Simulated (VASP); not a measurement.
# Cu3TeAs3 (Pm-3m) in VASP: single point with PBE

Aim: the single point of Cu3TeAs3 with PBE.

Everything below comes from runs of VASP 6.6.1. Logs are shortened: lines on timing, memory, paths and dates and some standing lists are left out, and cuts for length are marked.

## (1) The cell of the first run

It takes space group Pm-3m (No. 221, cubic). Conventional cell: a = 5.137 Å, b = 5.137 Å, c = 5.137 Å, α = 90.00°, β = 90.00°, γ = 90.00°. Within 3.4 Å of Cu (site symmetry 4/mmm) lie 2 Te at 2.57 Å and 4 As at 2.57 Å. Te (site symmetry m-3m) has 6 Cu at 2.57 Å within 3.4 Å. As (site symmetry 4/mmm) has 4 Cu at 2.57 Å within 3.4 Å.

## (2) Single point, PBE

The input, POSCAR:

```
Cu3TeAs3
1.0
    5.1373581821      0.0000000000      0.0000000000
    0.0000000000      5.1373581821      0.0000000000
    0.0000000000      0.0000000000      5.1373581821
Cu Te As
3 1 3
Direct
    0.5000000000      0.5000000000      0.0000000000
    0.0000000000      0.5000000000      0.5000000000
    0.5000000000      0.0000000000      0.5000000000
    0.5000000000      0.5000000000      0.5000000000
    0.5000000000      0.0000000000      0.0000000000
    0.0000000000      0.5000000000      0.0000000000
    0.0000000000      0.0000000000      0.5000000000
```

The input, INCAR.step1:

```
ALGO = Normal
EDIFF = 1E-6
ENCUT = 520
GGA = PE
ISIF = 2
ISMEAR = 0
LASPH = True
LCHARG = True
LMAXMIX = 4
LREAL = False
LWAVE = False
NBANDS = 36
NELM = 100
PREC = Accurate
SIGMA = 0.1
```

The input, KPOINTS.step1:

```
k-points
0
Gamma
  8 8 8
```

The input, INCAR.step2:

```
ALGO = Normal
EDIFF = 1E-6
ENCUT = 520
GGA = PE
ICHARG = 11
ISIF = 2
ISMEAR = -5
LASPH = True
LCHARG = False
LMAXMIX = 4
LORBIT = 11
LREAL = False
LWAVE = False
NBANDS = 36
NEDOS = 2001
NELM = 100
PREC = Accurate
SIGMA = 0.1
```

The input, KPOINTS.step2:

```
k-points
0
Gamma
  12 12 12
```

Potentials or basis: VASP PAW PBE potentials, release 64 (Cu, Te, As).

Started as:

```bash
cat potpaw_PBE.64/Cu/POTCAR potpaw_PBE.64/Te/POTCAR potpaw_PBE.64/As/POTCAR > POTCAR
cp INCAR.step1 INCAR
cp KPOINTS.step1 KPOINTS
mpirun -np 1 vasp_std > vasp.out
cp INCAR.step2 INCAR
cp KPOINTS.step2 KPOINTS
mpirun -np 1 vasp_std > vasp.out
```

OUTCAR:

```text
EDIFF = 1E-6
   ENCUT = 520
   GGA = PE
   ICHARG = 11
   ISIF = 2
   ISMEAR = -5
   LASPH = True
   LORBIT = 11
   LREAL = False
   NELM = 100
   PREC = Accurate

 ion  position               nearest neighbor table
   1  0.500  0.500  0.000-   4 2.57   5 2.57   6 2.57   4 2.57   5 2.57   6 2.57
   2  0.000  0.500  0.500-   4 2.57   6 2.57   7 2.57   6 2.57   7 2.57   4 2.57
   3  0.500  0.000  0.500-   4 2.57   5 2.57   7 2.57   5 2.57   4 2.57   7 2.57
   4  0.500  0.500  0.500-   1 2.57   2 2.57   3 2.57   1 2.57   3 2.57   2 2.57
   5  0.500  0.000  0.000-   1 2.57   3 2.57   3 2.57   1 2.57
   6  0.000  0.500  0.000-   1 2.57   2 2.57   2 2.57   1 2.57
   7  0.000  0.000  0.500-   2 2.57   3 2.57   2 2.57   3 2.57

  LATTYP: Found a simple cubic cell.
 ALAT       =     5.1373581821

  Lattice vectors:

 A1 = (   5.1373581821,   0.0000000000,   0.0000000000)
 A2 = (   0.0000000000,   5.1373581821,   0.0000000000)
 A3 = (   0.0000000000,   0.0000000000,   5.1373581821)

Analysis of symmetry for initial positions (statically):
=====================================================================
 Subroutine PRICEL returns:
 Original cell was already a primitive cell.

 Routine SETGRP: Setting up the symmetry group for a
 simple cubic supercell.

 Subroutine GETGRP returns: Found 48 space group operations
 (whereof 48 operations were pure point group operations)
 out of a pool of 48 trial point group operations.

The static configuration has the point symmetry O_h .

Analysis of symmetry for dynamics (positions and initial velocities):
=====================================================================
 Subroutine PRICEL returns:
 Original cell was already a primitive cell.

 Routine SETGRP: Setting up the symmetry group for a
 simple cubic supercell.

 Subroutine GETGRP returns: Found 48 space group operations
 (whereof 48 operations were pure point group operations)
 out of a pool of 48 trial point group operations.

The dynamic configuration has the point symmetry O_h .

 Subroutine INISYM returns: Found 48 space group operations
 (whereof 48 operations are pure point group operations),
 and found     1 'primitive' translations

----------------------------------------------------------------------------------------

                                     Primitive cell

  volume of cell :     135.5875

  direct lattice vectors                    reciprocal lattice vectors
[... 109 lines left out ...]
   PSTRESS=    0.0 pullay stress
   NELECT =      54.0000    total number of electrons
   NUPDOWN=      -1.0000    fix difference up-down
   EMIN   =  10.00;   EMAX   =-10.00  energy-range for DOS
   EFERMI =   0.00;   METHOD = LEGACY
   ISMEAR =    -5;   SIGMA  =   0.10  broadening in eV -4-tet -1-fermi 0-gaus
   EFERMI_NEDOS =   21; number of points for ismear=-14 and -15
   IALGO  =     38    algorithm
   IMIX   =      4    mixing-type and parameters
     AMIX     =   0.40;   BMIX     =  1.00
     AMIX_MAG =   1.60;   BMIX_MAG =  1.00
  volume/ion in A,a.u.               =      19.37       130.71
  Fermi-wavevector in a.u.,A,eV,Ry     =   1.204480  2.276137 19.738950  1.450772
  Thomas-Fermi vector in A             =   2.340204
   LORBIT       =     11    0 simple, 1 ext, 2 COOP (PROOUT), +10 PAW based schemes
   GGA     = PE    functional components
   LHFCALC =     F    Hartree Fock is set to
   AEXX    =    0.0000 exact exchange contribution
   IVDW    =     0    specifies the selected vdW correction
   LEPSILON=     F    determine dielectric tensor
   LRPA    =     F    only Hartree local field effects (RPA)
 non-spin polarized calculation
 Fermi weights with tetrahedron method with Bloechl corrections
  energy-cutoff  :      520.00
  volume of cell :      135.59
 maximum number of plane-waves:      3743
 NGX is ok and might be reduce to    40

 number of electron      53.9999910 magnetization

 Free energy of the ion-electron system (eV)
  ---------------------------------------------------
  ext. energy  EPLUGINS =         0.00000000
  ---------------------------------------------------
  free energy    TOTEN  =       -25.95157634 eV

  energy without entropy =      -25.95157634  energy(sigma->0) =      -25.95157634

 E-fermi :   5.7321     XC(G=0): -10.5038

 val. band max:        5.8030933987   @ k =   0.3333   0.3333   0.3333
 cond. band min:       5.7306469364   @ k =   0.3333   0.2500   0.0833
 fundamental gap:     -0.0724464623
 Fermi energy:         5.7320903397

 k-point     1 :       0.0000    0.0000    0.0000
  band No.  band energies     occupation
      1      -7.5254      2.00000
      2      -4.9257      2.00000
      3      -4.3539      2.00000
      4      -4.3539      2.00000
      5       0.6153      2.00000
      6       0.6153      2.00000
[... 925 lines left out ...]
     35      12.0840      0.00000
     36      12.6443      0.00000

 [... further k-points ...]
[... 5 lines left out ...]
  --------------------------------------------------------------------------------------
  -------------------------------------------------------------------------------------
  Total        0.8436603      0.8436603      0.8436603      0.0000000      0.0000000     -0.0000000
  in kB        9.9691624      9.9691624      9.9691624      0.0000000      0.0000000     -0.0000000
  external PRESSURE =       9.9691624 kB  Pullay stress =       0.0000000 kB

 VOLUME and BASIS-vectors are now :
 -----------------------------------------------------------------------------
  energy-cutoff  :      520.00
  volume of cell :      135.59
      direct lattice vectors                 reciprocal lattice vectors
     5.137358182  0.000000000  0.000000000     0.194652575  0.000000000  0.000000000
     0.000000000  5.137358182  0.000000000     0.000000000  0.194652575  0.000000000
     0.000000000  0.000000000  5.137358182     0.000000000  0.000000000  0.194652575

 POSITION                                       TOTAL-FORCE (eV/Angst)
 -----------------------------------------------------------------------------------
      2.56868      2.56868      0.00000         0.000000      0.000000      0.000000
      0.00000      2.56868      2.56868         0.000000      0.000000      0.000000
      2.56868      0.00000      2.56868         0.000000      0.000000      0.000000
      2.56868      2.56868      2.56868         0.000000      0.000000      0.000000
      2.56868      0.00000      0.00000         0.000000      0.000000      0.000000
      0.00000      2.56868      0.00000         0.000000      0.000000      0.000000
      0.00000      0.00000      2.56868         0.000000      0.000000      0.000000
 -----------------------------------------------------------------------------------
    total drift:                                0.000000      0.000000     -0.000000

  FREE ENERGIE OF THE ION-ELECTRON SYSTEM (eV)
  ---------------------------------------------------
  free  energy   TOTEN  =       -25.9515763356 eV

  energy  without entropy=      -25.9515763356  energy(sigma->0) =      -25.95157634

 total charge

# of ion       s       p       d       tot
------------------------------------------
    1        0.438   0.366   9.169   9.974
    2        0.438   0.366   9.169   9.974
    3        0.438   0.366   9.169   9.974
    4        1.382   1.966   0.092   3.440
    5        1.295   1.288   0.032   2.615
    6        1.295   1.288   0.032   2.615
    7        1.295   1.288   0.032   2.615
--------------------------------------------------
tot          6.580   6.930  27.697  41.206
```

OUTCAR.step1:

```text
EDIFF = 1E-6
   ENCUT = 520
   GGA = PE
   ISIF = 2
[... 1178 lines left out ...]
      2.56868      2.56868      2.56868         0.000000      0.000000      0.000000
      2.56868      0.00000      0.00000         0.000000      0.000000      0.000000
      0.00000      2.56868      0.00000         0.000000      0.000000      0.000000
      0.00000      0.00000      2.56868         0.000000      0.000000      0.000000
 -----------------------------------------------------------------------------------
    total drift:                               -0.000000      0.000000     -0.000000

  FREE ENERGIE OF THE ION-ELECTRON SYSTEM (eV)
  ---------------------------------------------------
  free  energy   TOTEN  =       -25.9572553126 eV

  energy  without entropy=      -25.9299878301  energy(sigma->0) =      -25.94362157
```

OSZICAR.step1:

```text
N       E                     dE             d eps       ncg     rms          rms(c)
DAV:   1     0.422599387128E+03    0.42260E+03   -0.22317E+04  2520   0.173E+03
DAV:   2     0.146192385335E+02   -0.40798E+03   -0.39606E+03  2544   0.365E+02
DAV:   3    -0.281020860129E+02   -0.42721E+02   -0.40551E+02  3272   0.142E+02
DAV:   4    -0.303482455326E+02   -0.22462E+01   -0.22195E+01  3796   0.317E+01
DAV:   5    -0.303797630670E+02   -0.31518E-01   -0.31498E-01  3920   0.399E+00    0.215E+01
DAV:   6    -0.353513267385E+02   -0.49716E+01   -0.10679E+02  3108   0.233E+02    0.202E+01
DAV:   7    -0.263693197209E+02    0.89820E+01   -0.27101E+01  3132   0.107E+02    0.674E+00
DAV:   8    -0.259838347877E+02    0.38548E+00   -0.59024E+00  3872   0.439E+01    0.305E+00
DAV:   9    -0.259576079422E+02    0.26227E-01   -0.11748E+00  3876   0.157E+01    0.116E+00
DAV:  10    -0.259641032257E+02   -0.64953E-02   -0.41247E-02  3724   0.410E+00    0.991E-01
DAV:  11    -0.259572687858E+02    0.68344E-02   -0.27016E-02  3596   0.391E+00    0.273E-01
DAV:  12    -0.259573113325E+02   -0.42547E-04   -0.56611E-03  3912   0.766E-01    0.917E-02
DAV:  13    -0.259573108188E+02    0.51376E-06   -0.91630E-05  3624   0.716E-02    0.597E-02
DAV:  14    -0.259572578329E+02    0.52986E-04   -0.96304E-05  3420   0.228E-01    0.238E-02
DAV:  15    -0.259572548852E+02    0.29477E-05   -0.66281E-05  3960   0.857E-02    0.626E-03
DAV:  16    -0.259572553126E+02   -0.42743E-06   -0.35932E-06  2400   0.184E-02
   1 F= -.25957255E+02 E0= -.25943622E+02  d E =-.272675E-01
```

Run time: 4.3 min. Hardware: 1 thread of AMD EPYC 9R45 (Zen 5), shared host; peak memory 0.47 GiB.

What came out:

```yaml
Valence_electrons_inside_the_program's_atomic_spheres: Cu 9.97; Te 3.44; As 2.62
```

Levels at points of the mesh, in eV from the Fermi level:
| k point | band 24 | band 25 | band 26 | band 27 | band 28 | band 29 | band 30 | band 31 | band 32 | band 33 |
| --- | --- | --- | --- | --- | --- | --- | --- | --- | --- | --- |
| (0.00, 0.00, 0.00) | -1.56 | -1.56 | -1.24 | -1.24 | -1.24 | 0.57 | 0.57 | 1.55 | 1.55 | 1.55 |
| (0.50, 0.00, 0.00) | -2.12 | -1.76 | -0.81 | -0.62 | -0.62 | -0.54 | 0.65 | 0.65 | 4.11 | 4.43 |
| (0.50, 0.50, 0.00) | -1.79 | -1.79 | -1.60 | -0.29 | 1.26 | 1.80 | 1.80 | 1.80 | 4.77 | 5.20 |
| (0.50, 0.50, 0.50) | 1.71 | 1.71 | 1.99 | 1.99 | 1.99 | 2.24 | 2.24 | 2.24 | 4.57 | 4.57 |

Caveat: spin-orbit coupling is left out, which moves the levels of the heavy elements; tetrahedron occupations give inexact forces and stress in metals.
